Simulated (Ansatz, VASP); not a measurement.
# One calculation of MgO, two programs

INCAR

```
PREC     = Accurate       # precision mode
ENCUT    = 840            # plane-wave cutoff, eV
EDIFF    = 1E-6           # SCF threshold, eV
ISMEAR   = -1             # smearing method
SIGMA    = 0.02           # smearing width, eV
LREAL    = False          # projectors in reciprocal space
LASPH    = True           # aspherical terms in the spheres
NELM     = 120            # most SCF steps
ALGO     = Normal         # electronic algorithm
ISIF     = 2              # what is computed and relaxed
LWAVE    = False          # write WAVECAR
LCHARG   = False          # write CHGCAR
NBANDS   = 15             # bands
GGA_COMPAT= False
```

The input KPOINTS:

```
Automatic mesh
0
Gamma
  8 8 8
```

File POSCAR:

```
MgO
1.0
    0.0000000000      2.1061000000      2.1061000000
    2.1061000000      0.0000000000      2.1061000000
    2.1061000000      2.1061000000      0.0000000000
Mg O
1 1
Direct
    0.0000000000      0.0000000000      0.0000000000
    0.5000000000      0.5000000000      0.5000000000
```

Input for Ansatz:

```yaml
crystal:
  lattice:
    - [0.0, 2.1061, 2.1061]
    - [2.1061, 0.0, 2.1061]
    - [2.1061, 2.1061, 0.0]
  atoms:
    - { symbol: Mg, position: [0.0, 0.0, 0.0] }
    - { symbol: O, position: [0.5, 0.5, 0.5] }
hamiltonian:
  xc: lda
  pseudopotentials: { kind: paw }
basis:
  ecutwfc: 420
kpoints:
  mp_grid: { grid: [8, 8, 8] }
scf:
  occupations: { method: fermi_dirac, width: 0.02 }
  lower_state_search: "off"
  algorithm: density_mixing
  max_iter: 60
  mixing: { algorithm: broyden, ndim: 8, beta: 0.1, preconditioner: none }
output:
  forces: true
  stress: true
```

Alike in both runs: task single point; functional LDA; k mesh 8 × 8 × 8; occupations fermi-dirac, width 0.02 eV; no spin polarisation.

```csv
,VASP,Ansatz
version,VASP 6.6.1,Ansatz 0.2.0
potentials or method,"VASP PAW LDA potentials, release 64 (Mg_sv, O), cutoff 840 eV","PAW, plane waves, scalar-relativistic"
valence electrons in the cell,16,16
```

```csv
,VASP,Ansatz,Ansatz less VASP
pressure (GPa),-5.6,-6.1,-0.51
```

LDA's correlation is that of Perdew and Zunger in VASP and of Perdew and Wang (1992) in Ansatz.
